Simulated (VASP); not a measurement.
# MgS in VASP: notebook

Runs on MgS. Level: PBE. Tasks: single point.

Program: VASP 6.6.1. These are calculated values, not measurements. Logs are shortened: lines on timing, memory, paths and dates and some standing lists are left out, and cuts for length are marked.

### Step 1. The cell of the first run

Symmetry: F-43m, No. 216, cubic system. Conventional cell: a = 5.662 Å, b = 5.662 Å, c = 5.662 Å, α = 90.00°, β = 90.00°, γ = 90.00°. Within 3.2 Å of Mg (site symmetry -43m) lie 4 S at 2.45 Å. Within 3.2 Å of S (site symmetry -43m) lie 4 Mg at 2.45 Å.

### Step 2. Single point, PBE

File INCAR:

```
ALGO     = Normal         # electronic algorithm
EDIFF    = 1E-6           # SCF threshold, eV
ENCUT    = 520            # plane-wave cutoff, eV
GGA      = PE             # functional
ISIF     = 2              # what is computed and relaxed
ISMEAR   = -1             # smearing method
LASPH    = T              # aspherical terms in the spheres
LCHARG   = F              # write CHGCAR
LREAL    = F              # projectors in reciprocal space
LWAVE    = F              # write WAVECAR
NBANDS   = 11             # bands
NELM     = 80             # most SCF steps
PREC     = Accurate       # precision mode
SIGMA    = 0.02           # smearing width, eV
```

File KPOINTS:

```
k-points
0
Gamma
  8 8 8
```

File POSCAR:

```
MgS
1.0
    0.0000000000      2.8308768412      2.8308768412
    2.8308768412      0.0000000000      2.8308768412
    2.8308768412      2.8308768412      0.0000000000
Mg S
1 1
Direct
    0.0000000000      0.0000000000      0.0000000000
    0.2500000000      0.2500000000      0.2500000000
```

Potentials or basis: VASP PAW PBE potentials, release 64 (Mg, S).

Command:

```console
$ cat potpaw_PBE.64/Mg/POTCAR potpaw_PBE.64/S/POTCAR > POTCAR
$ mpirun -np 1 vasp_std > vasp.out
```

OUTCAR:

```text
EDIFF = 1E-6
   ENCUT = 520
   GGA = PE
   ISIF = 2
   ISMEAR = -1
   LASPH = T
   LREAL = F
   NELM = 80
   PREC = Accurate

 ion  position               nearest neighbor table
   1  0.000  0.000  0.000-   2 2.45   2 2.45   2 2.45   2 2.45
   2  0.250  0.250  0.250-   1 2.45   1 2.45   1 2.45   1 2.45

  LATTYP: Found a face centered cubic cell.
 ALAT       =     5.6617536824

  Lattice vectors:

 A1 = (   0.0000000000,   2.8308768412,   2.8308768412)
 A2 = (   2.8308768412,   0.0000000000,   2.8308768412)
 A3 = (   2.8308768412,   2.8308768412,   0.0000000000)

Analysis of symmetry for initial positions (statically):
=====================================================================
 Subroutine PRICEL returns:
 Original cell was already a primitive cell.

 Routine SETGRP: Setting up the symmetry group for a
 face centered cubic supercell.

 Subroutine GETGRP returns: Found 24 space group operations
 (whereof 24 operations were pure point group operations)
 out of a pool of 48 trial point group operations.

The static configuration has the point symmetry T_d .

Analysis of symmetry for dynamics (positions and initial velocities):
=====================================================================
 Subroutine PRICEL returns:
 Original cell was already a primitive cell.

 Routine SETGRP: Setting up the symmetry group for a
 face centered cubic supercell.

 Subroutine GETGRP returns: Found 24 space group operations
 (whereof 24 operations were pure point group operations)
 out of a pool of 48 trial point group operations.

The dynamic configuration has the point symmetry T_d .

 Subroutine INISYM returns: Found 24 space group operations
 (whereof 24 operations are pure point group operations),
 and found     1 'primitive' translations

----------------------------------------------------------------------------------------

                                     Primitive cell

  volume of cell :      45.3725

  direct lattice vectors                    reciprocal lattice vectors
     0.000000000  2.830876841  2.830876841    -0.176623721  0.176623721  0.176623721
     2.830876841  0.000000000  2.830876841     0.176623721 -0.176623721  0.176623721
     2.830876841  2.830876841  0.000000000     0.176623721  0.176623721 -0.176623721

  length of vectors
     4.003464422  4.003464422  4.003464422     0.305921258  0.305921258  0.305921258

  position of ions in fractional coordinates (direct lattice)
     0.000000000  0.000000000  0.000000000
     0.250000000  0.250000000  0.250000000

  ion indices of the primitive-cell ions
   primitive index   ion index
                 1           1
                 2           2

----------------------------------------------------------------------------------------

 KPOINTS: k-points

Automatic generation of k-mesh.
 Grid dimensions read from file:
 generate k-points for:    8    8    8

 Generating k-lattice:

  Cartesian coordinates                     Fractional coordinates (reciprocal lattice)
    -0.022077965  0.022077965  0.022077965     0.125000000  0.000000000  0.000000000
     0.022077965 -0.022077965  0.022077965     0.000000000  0.125000000  0.000000000
     0.022077965  0.022077965 -0.022077965     0.000000000  0.000000000  0.125000000

  Length of vectors
     0.038240157  0.038240157  0.038240157

  Shift w.r.t. Gamma in fractional coordinates (k-lattice)
     0.000000000  0.000000000  0.000000000

 Subroutine IBZKPT returns following result:
 ===========================================

 Found     29 irreducible k-points:

 Following reciprocal coordinates:
            Coordinates               Weight
  0.000000  0.000000  0.000000      1.000000
  0.125000  0.000000  0.000000      8.000000
  0.250000  0.000000  0.000000      8.000000
  0.375000  0.000000  0.000000      8.000000
  0.500000  0.000000  0.000000      4.000000
  0.125000  0.125000  0.000000      6.000000
[... 16 lines left out ...]
  0.500000  0.250000  0.125000     48.000000
 -0.375000  0.250000  0.125000     24.000000
 [... further k-points ...]
   k-points           NKPTS =     29   k-points in BZ     NKDIM =     29   number of bands    NBANDS=     11
   number of dos      NEDOS =    301   number of ions     NIONS =      2
   total plane-waves  NPLWV =  27000
   dimension x,y,z NGX =    30 NGY =   30 NGZ =   30
   dimension x,y,z NGXF=    60 NGYF=   60 NGZF=   60
   ions per type =               1   1
   NGX,Y,Z   is equivalent  to a cutoff of  12.46, 12.46, 12.46 a.u.
   NGXF,Y,Z  is equivalent  to a cutoff of  24.92, 24.92, 24.92 a.u.
 SYSTEM =  unknown system
   PREC   = accura    normal or accurate (medium, high low for compatibility)
   ISTART =      0    job   : 0-new  1-cont  2-samecut
   ICHARG =      2    charge: 1-file 2-atom 10-const
   ISPIN  =      1    spin polarized calculation?
   LNONCOLLINEAR =      F non collinear calculations
   LSORBIT =      F    spin-orbit coupling
   LASPH  =      T    aspherical Exc in radial PAW
   ENCUT  =  520.0 eV  38.22 Ry    6.18 a.u.   7.44  7.44  7.44*2*pi/ulx,y,z
   NELM   =     80;   NELMIN=  2; NELMDL= -5     # of ELM steps
   EDIFF  = 0.1E-05   stopping-criterion for ELM
   LREAL  =      F    real-space projection
   EDIFFG = 0.1E-04   stopping-criterion for IOM
   NSW    =      0    number of steps for IOM
   IBRION =     -1    ionic relax: 0-MD 1-quasi-New 2-CG
   NFREE  =      0    steps in history (QN), initial steepest desc. (CG)
   ISIF   =      2    stress and relaxation
   ISYM   =      2    0-nonsym 1-usesym 2-fastsym
   POTIM  = 0.5000    time-step for ionic-motion
   TEBEG  =    0.0;   TEEND  =   0.0 temperature during run
   PSTRESS=    0.0 pullay stress
   NELECT =       8.0000    total number of electrons
   NUPDOWN=      -1.0000    fix difference up-down
   EMIN   =  10.00;   EMAX   =-10.00  energy-range for DOS
   EFERMI =   0.00;   METHOD = LEGACY
   ISMEAR =    -1;   SIGMA  =   0.02  broadening in eV -4-tet -1-fermi 0-gaus
   EFERMI_NEDOS =   21; number of points for ismear=-14 and -15
   IALGO  =     38    algorithm
   IMIX   =      4    mixing-type and parameters
     AMIX     =   0.40;   BMIX     =  1.00
     AMIX_MAG =   1.60;   BMIX_MAG =  1.00
  volume/ion in A,a.u.               =      22.69       153.09
  Fermi-wavevector in a.u.,A,eV,Ry     =   0.917995  1.734760 11.465842  0.842716
  Thomas-Fermi vector in A             =   2.043027
   LORBIT       =      0    0 simple, 1 ext, 2 COOP (PROOUT), +10 PAW based schemes
   GGA     = PE    functional components
   LHFCALC =     F    Hartree Fock is set to
   AEXX    =    0.0000 exact exchange contribution
   IVDW    =     0    specifies the selected vdW correction
   LEPSILON=     F    determine dielectric tensor
   LRPA    =     F    only Hartree local field effects (RPA)
 non-spin polarized calculation
  energy-cutoff  :      520.00
  volume of cell :       45.37
 maximum number of plane-waves:      1243
 NGX is ok and might be reduce to    30
   NGX = 15   NGY = 15   NGZ = 15

 number of electron       8.0000001 magnetization

 Free energy of the ion-electron system (eV)
  ---------------------------------------------------
  ext. energy  EPLUGINS =         0.00000000
  ---------------------------------------------------
  free energy    TOTEN  =        -8.47066603 eV

  energy without entropy =       -8.47066603  energy(sigma->0) =       -8.47066603

 E-fermi :   1.4986     XC(G=0):  -8.3901

 val. band max:        1.0631110777   @ k =   0.0000   0.0000   0.0000
 cond. band min:       4.5213897096   @ k =   0.0000   0.0000   0.0000
 fundamental gap:      3.4582786319
 Fermi energy:         1.4986159604

 k-point     1 :       0.0000    0.0000    0.0000
  band No.  band energies     occupation
      1     -10.2041      2.00000
      2       1.0631      2.00000
      3       1.0631      2.00000
      4       1.0631      2.00000
      5       4.5214      0.00000
      6       9.0133      0.00000
      7       9.0133      0.00000
      8       9.0133      0.00000
      9      11.8944      0.00000
     10      11.8944      0.00000
     11      14.7873      0.00000

 k-point     2 :       0.1250    0.0000    0.0000
  band No.  band energies     occupation
      1     -10.1169      2.00000
      2       0.3837      2.00000
      3       1.0100      2.00000
      4       1.0100      2.00000
      5       5.1808      0.00000
      6       8.8236      0.00000
      7       9.1906      0.00000
      8       9.1906      0.00000
      9      11.4377      0.00000
     10      11.4377      0.00000
     11      14.1855      0.00000

 k-point     3 :       0.2500    0.0000    0.0000
  band No.  band energies     occupation
      1      -9.8909      2.00000
      2      -0.7864      2.00000
      3       0.8900      2.00000
      4       0.8900      2.00000
      5       6.0350      0.00000
      6       8.8559      0.00000
      7       9.2273      0.00000
      8       9.2273      0.00000
      9      11.4905      0.00000
     10      11.4905      0.00000
     11      13.3202      0.00000

 k-point     4 :       0.3750    0.0000    0.0000
  band No.  band energies     occupation
      1      -9.6382      2.00000
      2      -1.7115      2.00000
      3       0.7799      2.00000
      4       0.7799      2.00000
      5       6.2102      0.00000
      6       8.8719      0.00000
      7       8.8719      0.00000
      8       9.4242      0.00000
      9      12.7871      0.00000
     10      12.7871      0.00000
     11      13.3166      0.00000

 k-point     5 :       0.5000    0.0000    0.0000
  band No.  band energies     occupation
      1      -9.5237      2.00000
      2      -2.0626      2.00000
      3       0.7368      2.00000
      4       0.7368      2.00000
      5       6.1787      0.00000
      6       8.7017      0.00000
      7       8.7017      0.00000
      8       9.6697      0.00000
      9      13.9501      0.00000
     10      14.2364      0.00000
     11      14.2364      0.00000
[... 211 lines left out ...]
 k-point    21 :       0.5000    0.5000    0.0000
  band No.  band energies     occupation
      1      -9.3038      2.00000
      2      -1.7463      2.00000
      3       0.0327      2.00000
      4       0.0327      2.00000
      5       4.9484      0.00000
      6       6.7123      0.00000
      7      12.2225      0.00000
      8      13.3598      0.00000
      9      13.3598      0.00000
     10      14.9440      0.00000
     11      14.9454      0.00000

 k-point    22 :       0.3750    0.2500    0.1250
  band No.  band energies     occupation
      1      -9.7160      2.00000
      2      -0.9925      2.00000
      3       0.2218      2.00000
      4       0.6873      2.00000
      5       6.7760      0.00000
      6       7.9945      0.00000
      7       8.6723      0.00000
      8      10.2751      0.00000
      9      10.7905      0.00000
     10      13.4432      0.00000
     11      15.4941      0.00000

 k-point    23 :       0.5000    0.2500    0.1250
  band No.  band energies     occupation
      1      -9.5063      2.00000
      2      -1.4938      2.00000
      3      -0.1265      2.00000
      4       0.5120      2.00000
      5       7.0494      0.00000
      6       7.8370      0.00000
      7       8.9685      0.00000
      8      10.1208      0.00000
      9      11.9269      0.00000
     10      14.5593      0.00000
     11      15.1022      0.00000

 k-point    24 :      -0.3750    0.2500    0.1250
  band No.  band energies     occupation
      1      -9.4132      2.00000
      2      -1.7101      2.00000
      3      -0.2304      2.00000
      4       0.4179      2.00000
      5       7.1247      0.00000
      6       7.5581      0.00000
      7       9.8000      0.00000
      8       9.9297      0.00000
      9      12.4615      0.00000
     10      13.9038      0.00000
     11      15.2399      0.00000

 [... further k-points ...]

------------------------ aborting loop because EDIFF is reached ----------------------------------------

  FORCE on cell =-STRESS in cart. coord.  units (eV):
  Direction    XX          YY          ZZ          XY          YZ          ZX
  --------------------------------------------------------------------------------------
  -------------------------------------------------------------------------------------
  Total        0.2640588      0.2640588      0.2640588      0.0000000     -0.0000000      0.0000000
  in kB        9.3243453      9.3243453      9.3243453      0.0000000     -0.0000000      0.0000000
  external PRESSURE =       9.3243453 kB  Pullay stress =       0.0000000 kB

 VOLUME and BASIS-vectors are now :
 -----------------------------------------------------------------------------
  energy-cutoff  :      520.00
  volume of cell :       45.37
      direct lattice vectors                 reciprocal lattice vectors
     0.000000000  2.830876841  2.830876841    -0.176623721  0.176623721  0.176623721
     2.830876841  0.000000000  2.830876841     0.176623721 -0.176623721  0.176623721
     2.830876841  2.830876841  0.000000000     0.176623721  0.176623721 -0.176623721

 POSITION                                       TOTAL-FORCE (eV/Angst)
 -----------------------------------------------------------------------------------
      0.00000      0.00000      0.00000         0.000000      0.000000     -0.000000
      1.41544      1.41544      1.41544        -0.000000     -0.000000      0.000000
 -----------------------------------------------------------------------------------
    total drift:                                0.000000      0.000000      0.000000

  FREE ENERGIE OF THE ION-ELECTRON SYSTEM (eV)
  ---------------------------------------------------
  free  energy   TOTEN  =        -8.4706660256 eV

  energy  without entropy=       -8.4706660256  energy(sigma->0) =       -8.47066603
```

Run time: 15 s. Hardware: 1 thread of Intel Xeon Platinum 8488C (Sapphire Rapids), shared host; peak memory 0.17 GiB.

What came out:

* Free energy: -8.4707 eV
* Pressure: 0.9 GPa
* Band gap on the k mesh: 3.46 eV, direct

A k mesh can miss the band edges.

### Step 3. Single point, PBE (epitaxial xy strain -2.0%)

File INCAR:

```
SYSTEM = MgS
PREC = Accurate
ENCUT = 520
EDIFF = 1E-6
ISMEAR = -1
SIGMA = 0.02
LREAL = .FALSE.
LASPH = .TRUE.
NELM = 60
ALGO = Normal
ISIF = 2
LWAVE = .FALSE.
LCHARG = .TRUE.
GGA = PE
LELF = .TRUE.
LVHAR = .TRUE.
NBANDS = 11
```

File KPOINTS:

```
Automatic mesh
0
G
  8 8 8
  0 0 0
```

File POSCAR:

```
MgS
1.0
    0.0000000000      2.7742593044      2.9063722572
    2.7742593044      0.0000000000      2.9063722572
    2.7742593044      2.7742593044      0.0000000000
Mg S
1 1
Direct
    0.0000000000      0.0000000000      0.0000000000
    0.2500000000      0.2500000000      0.2500000000
```

Potentials or basis: VASP PAW PBE potentials, release 64 (Mg, S).

Command:

```console
$ cat potpaw_PBE.64/Mg/POTCAR potpaw_PBE.64/S/POTCAR > POTCAR
$ mpirun -np 1 vasp_std > vasp.out
```

Wall time 12 s (1 thread of Intel Xeon 6975P-C (Granite Rapids), shared host); peak memory 0.18 GiB.

It converged, with:

```
Free energy            : -8.4607 eV
Pressure               : 1.7 GPa
Band gap on the k mesh : 3.47 eV, direct
```

Stress tensor (GPa, compression positive):
```
2.09 0.00 0.00
0.00 2.09 0.00
0.00 0.00 1.00
```

Levels at points of the mesh, in eV from the valence-band top:
```tsv
k point	band 2	band 3	band 4	band 5	band 6	band 7
(0.00, 0.00, 0.00)	-0.13	0.00	0.00	3.47	7.92	7.96
(0.50, 0.00, 0.00)	-3.22	-0.50	-0.26	5.08	7.44	7.84
(0.50, 0.50, 0.00)	-3.04	-0.94	-0.94	3.91	5.84	10.87
(0.50, 0.00, 0.50)	-2.82	-1.18	-1.15	3.79	5.51	11.40
```

Caveat: the cell differs from its parent crystal (epitaxial xy strain -2.0%).

### Step 4. Single point, PBE (epitaxial xy strain -1.0%)

File INCAR:

```
PREC = Accurate
ENCUT = 520
EDIFF = 1E-7
ISMEAR = -1
SIGMA = 0.02
LREAL = F
LASPH = T
NELM = 60
ALGO = Normal
ISIF = 2
LWAVE = F
LCHARG = F
GGA = PE
NBANDS = 11
```

File KPOINTS:

```
Automatic mesh
0
Gamma
  8 8 8
```

File POSCAR:

```
MgS
1.0
    0.0000000000      2.8025680728      2.8696357606
    2.8025680728      0.0000000000      2.8696357606
    2.8025680728      2.8025680728      0.0000000000
Mg S
1 1
Direct
    0.0000000000      0.0000000000      0.0000000000
    0.2500000000      0.2500000000      0.2500000000
```

Potentials or basis: VASP PAW PBE potentials, release 64 (Mg, S).

Command:

```console
$ cat potpaw_PBE.64/Mg/POTCAR potpaw_PBE.64/S/POTCAR > POTCAR
$ mpirun -np 1 vasp_std > vasp.out
```

OUTCAR:

```text
PREC = Accurate
   ENCUT = 520
   EDIFF = 1E-7
   ISMEAR = -1
   LREAL = F
   LASPH = T
   NELM = 60
   ISIF = 2
   GGA = PE

 ion  position               nearest neighbor table
   1  0.000  0.000  0.000-   2 2.45   2 2.45   2 2.45   2 2.45
   2  0.250  0.250  0.250-   1 2.45   1 2.45   1 2.45   1 2.45

  LATTYP: Found a body centered tetragonal cell.
 ALAT       =     3.9634297780
 C/A-ratio  =     1.4480568201

  Lattice vectors:
[... 520 lines left out ...]
     11      14.2094      0.00000

 [... further k-points ...]

------------------------ aborting loop because EDIFF is reached ----------------------------------------

  FORCE on cell =-STRESS in cart. coord.  units (eV):
  Direction    XX          YY          ZZ          XY          YZ          ZX
  --------------------------------------------------------------------------------------
  -------------------------------------------------------------------------------------
  Total        0.4170498      0.4170498      0.2704338      0.0000000     -0.0000000      0.0000000
  in kB       14.8227698     14.8227698      9.6117500      0.0000000     -0.0000000      0.0000000
  external PRESSURE =      13.0857632 kB  Pullay stress =       0.0000000 kB

 VOLUME and BASIS-vectors are now :
 -----------------------------------------------------------------------------
  energy-cutoff  :      520.00
  volume of cell :       45.08
      direct lattice vectors                 reciprocal lattice vectors
     0.000000000  2.802568073  2.869635761    -0.178407798  0.178407798  0.174238141
     2.802568073  0.000000000  2.869635761     0.178407798 -0.178407798  0.174238141
     2.802568073  2.802568073  0.000000000     0.178407798  0.178407798 -0.174238141

 POSITION                                       TOTAL-FORCE (eV/Angst)
 -----------------------------------------------------------------------------------
      0.00000      0.00000      0.00000         0.000000      0.000000     -0.000000
      1.40128      1.40128      1.43482        -0.000000     -0.000000      0.000000
 -----------------------------------------------------------------------------------
    total drift:                               -0.000000     -0.000000      0.000000

  FREE ENERGIE OF THE ION-ELECTRON SYSTEM (eV)
  ---------------------------------------------------
  free  energy   TOTEN  =        -8.4674162726 eV

  energy  without entropy=       -8.4674162726  energy(sigma->0) =       -8.46741627
```

stdout:

```text
POSCAR found type information on POSCAR MgS
 POSCAR found :  2 types and       2 ions
 scaLAPACK will be used
 LDA part: xc-table for (Slater+PW92), standard interpolation
 POSCAR, INCAR and KPOINTS ok, starting setup
 FFT: planning ... GRIDC
 FFT: planning ... GRID_SOFT
 FFT: planning ... GRID
 WAVECAR not read
 entering main loop
```

Wall time 12 s (1 thread of Intel Xeon 6975P-C (Granite Rapids), shared host); peak memory 0.18 GiB.

Results:

- Free energy: -8.4674 eV
- Pressure: 1.3 GPa
- Band gap on the k mesh: 3.47 eV, direct

Stress tensor (GPa, compression positive):
```
1.48 0.00 0.00
0.00 1.48 0.00
0.00 0.00 0.96
```

Caveat: the cell differs from its parent crystal (epitaxial xy strain -1.0%). A k mesh can miss the band edges.

### Step 5. Summary

```tsv
cell	gap on the mesh (eV)	pressure (GPa)
a = 4.003 Å, angles 60.0°, 2 atoms	3.46	0.9
a = 4.018, b = 4.018, c = 3.923 Å, angles 60.8, 60.8, 58.4°, 2 atoms	3.47	1.7
a = 4.011, b = 4.011, c = 3.963 Å, angles 60.4, 60.4, 59.2°, 2 atoms	3.47	1.3
```

Alike in all rows: task single point; level PBE; potentials or basis VASP PAW PBE potentials, release 64 (Mg, S); no spin polarisation; k mesh 8 × 8 × 8; cutoff (eV) 520; smearing fermi-dirac 0.02 eV.

Absolute energies hang on the potentials; compare differences alone.
